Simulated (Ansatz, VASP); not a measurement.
# Two plane-wave programs on SrTiO3

INCAR

```
ALGO     = Normal         # electronic algorithm
EDIFF    = 1E-7           # SCF threshold, eV
ENCUT    = 520            # plane-wave cutoff, eV
GGA      = PE             # functional
ISIF     = 2              # what is computed and relaxed
ISMEAR   = -1             # smearing method
LASPH    = True           # aspherical terms in the spheres
LCHARG   = True           # write CHGCAR
LELF     = True           # ELF
LREAL    = False          # projectors in reciprocal space
LVHAR    = True         
LWAVE    = False          # write WAVECAR
NBANDS   = 28             # bands
NELM     = 80             # most SCF steps
PREC     = Accurate       # precision mode
SIGMA    = 0.02           # smearing width, eV
```

KPOINTS

```
k-points
0
Gamma
  6 6 6
```

POSCAR

```
SrTiO3
1.0
    3.7505774415      0.0000000000      0.0000000000
    0.0000000000      3.7505774415      0.0000000000
    0.0000000000      0.0000000000      3.7505774415
Sr Ti O
1 1 3
Direct
    0.0000000000      0.0000000000      0.0000000000
    0.5000000000      0.5000000000      0.5000000000
    0.5000000000      0.5000000000      0.0000000000
    0.5000000000      0.0000000000      0.5000000000
    0.0000000000      0.5000000000      0.5000000000
```

Input for Ansatz:

```yaml
crystal:
  lattice:
    - [3.7505774415, 0.0, 0.0]
    - [0.0, 3.7505774415, 0.0]
    - [0.0, 0.0, 3.7505774415]
  atoms:
    - { symbol: Sr, position: [0.0, 0.0, 0.0] }
    - { symbol: Ti, position: [0.5, 0.5, 0.5] }
    - { symbol: O, position: [0.5, 0.5, 0.0] }
    - { symbol: O, position: [0.5, 0.0, 0.5] }
    - { symbol: O, position: [0.0, 0.5, 0.5] }
kpoints:
  mp_grid: { grid: [6, 6, 6] }
  band_path:
    path: [[0.0, 0.0, 0.0], [0.0, 0.5, 0.0], [0.5, 0.5, 0.0], [0.5, 0.5, 0.5]]
    npoints: 1
hamiltonian:
  xc: pbe
scf:
  occupations: { method: fermi_dirac, width: 0.02 }
  n_extra_bands: 5
output:
  forces: true
  stress: true
  eigenvalues: true
  write_density: true
  write_potential: true
  elf: true
  volumetric_format: npy
```

Change from the starting cell: hydrostatic strain -4.0%.

Alike in both runs: task single point; functional PBE; k mesh 6 × 6 × 6; occupations fermi-dirac, width 0.02 eV; no spin polarisation.

```csv
,VASP,Ansatz
version,VASP 6.6.1,Ansatz 0.2.0
potentials or method,"VASP PAW PBE potentials, release 64 (Sr_sv, Ti_sv, O)","plane waves, PAW"
plane-wave cutoff (eV),520,420
valence electrons in the cell,40,40
```

Ansatz gave:

```
gap on the k mesh at the Fermi level (eV) : 2.10
pressure (GPa)                            : 33.9
```

**Question.** Which values does VASP return?

**Answer.** gap on the k mesh at the Fermi level (eV): 2.06; pressure (GPa): 34.9.

Both programs put the cell under a high pressure, so it lies far from rest at this level. With one functional, cell and mesh, what is left measures potentials, basis and numerics.
